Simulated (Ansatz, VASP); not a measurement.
## W3S2: VASP beside Ansatz

```
CELL_PARAMETERS angstrom
4.13852 0.00000 0.00000
-2.06926 3.58407 0.00000
0.00000 0.00000 5.07871
ATOMIC_POSITIONS crystal
W 0.00000 0.00000 0.00000
W 0.33333 0.66667 0.67775
W 0.66667 0.33333 0.32225
S 0.33333 0.66667 0.20338
S 0.66667 0.33333 0.79662
```

Alike in both runs: functional PBE; k mesh 6 × 6 × 4; occupations gaussian, width 0.1 eV; collinear spin.

Ansatz relaxed the structure, and its values are those at the end. VASP's run is a single point on that final structure, the one shown.

```csv
,VASP,Ansatz
version,VASP 6.6.1,Ansatz 0.2.0
potentials or method,"VASP PAW PBE potentials, release 64 (W_sv, S), cutoff 520 eV","scalar-relativistic, plane waves, PAW"
valence electrons in the cell,54,54
```

|  | VASP | Ansatz | Ansatz less VASP |
| --- | --- | --- | --- |
| gap on the k mesh at the Fermi level (eV) | none | none | - |
| pressure (GPa) | 0.4 | 0.0 | -0.47 |
| rms of the force components (eV/Å) | 0.010 | 0.007 | -0.0027 |
| net moment per atom (μB) | 0.00 | 0.00 | 0.000 |

A gap of «none» marks a metal or a gap that the smearing closes. With one functional, cell and mesh, what is left measures potentials, basis and numerics. Ansatz's warnings: seeded moment not kept.

Neither program's run includes spin-orbit coupling.
